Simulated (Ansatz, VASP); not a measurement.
**One calculation of MoS2, two programs**

```
Mo S
1.0
     3.30940    0.00000    0.00000
    -1.65470    2.86602    0.00000
     0.00000    0.00000   11.87181
Mo S
2 4
Cartesian
  0.0000 1.9107 2.9680
  1.6547 0.9553 8.9039
  0.0000 1.9107 7.4317
  1.6547 0.9553 1.4958
  0.0000 1.9107 10.3760
  1.6547 0.9553 4.4401
```

Alike in both runs: task single point; functional PBEsol; k mesh 12 × 12 × 4; no spin polarisation.

|  | VASP | Ansatz |
| --- | --- | --- |
| version | VASP 6.6.1 | Ansatz 0.2.0 |
| potentials or method | VASP PAW PBE potentials, release 64 (Mo_sv, S), cutoff 520 eV | scalar-relativistic, plane waves, PAW |
| occupations | methfessel-paxton of order 1, width 0.2 eV | cold, width 0.2 eV |
| valence electrons in the cell | 52 | 52 |

```csv
,VASP,Ansatz,Ansatz less VASP
gap on the k mesh at the Fermi level (eV),none,none,-
pressure (GPa),-5.3,-5.3,+0.02
"traceless stress, the component that is largest in VASP (GPa)",11.10,11.07,-0.028
rms of the force components (eV/Å),0.280,0.278,-0.0020
```

VASP's potentials were made for PBE, not for PBEsol. Atom by atom the forces differ by 0.002 eV/Å (rms over components). A gap of «none» marks a metal or a gap that the smearing closes.
